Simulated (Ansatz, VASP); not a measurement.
## Two plane-wave programs on BiTe

```xyz
2
Lattice="2.5317 1.3358 3.3173 -2.5317 1.3358 3.3173 0.0000 -2.6716 3.3173" Properties=species:S:1:pos:R:3 pbc="T T T"
Bi    0.0000    0.0000    4.9759
Te    0.0000    0.0000    0.0000
```

Change from the starting cell: strain +0.0450 x Voigt [1, -1, 0, 0, 0, 0], atoms carried along.

Alike in both runs: task single point; functional PBEsol; k mesh 12 × 12 × 12; occupations gaussian, width 0.15 eV; no spin polarisation.

```csv
,VASP,Ansatz
version,VASP 6.6.1,Ansatz 0.2.0
potentials or method,"VASP PAW PBE potentials, release 64 (Bi_d, Te), cutoff 520 eV","scalar-relativistic, plane waves, PAW"
valence electrons in the cell,21,31
```

```tsv
	VASP	Ansatz	Ansatz less VASP
gap on the k mesh at the Fermi level (eV)	none	none	-
pressure (GPa)	-2.3	-2.2	+0.03
traceless stress, the component that is largest in VASP (GPa)	-1.83	-1.83	+0.001
```

VASP's potentials were made for PBE, not for PBEsol. A gap of «none» marks a metal or a gap that the smearing closes. VASP's potentials hold 21 valence electrons a cell and Ansatz's 31, so a difference there can come from the potentials and not from the codes.

Neither program's run includes spin-orbit coupling.
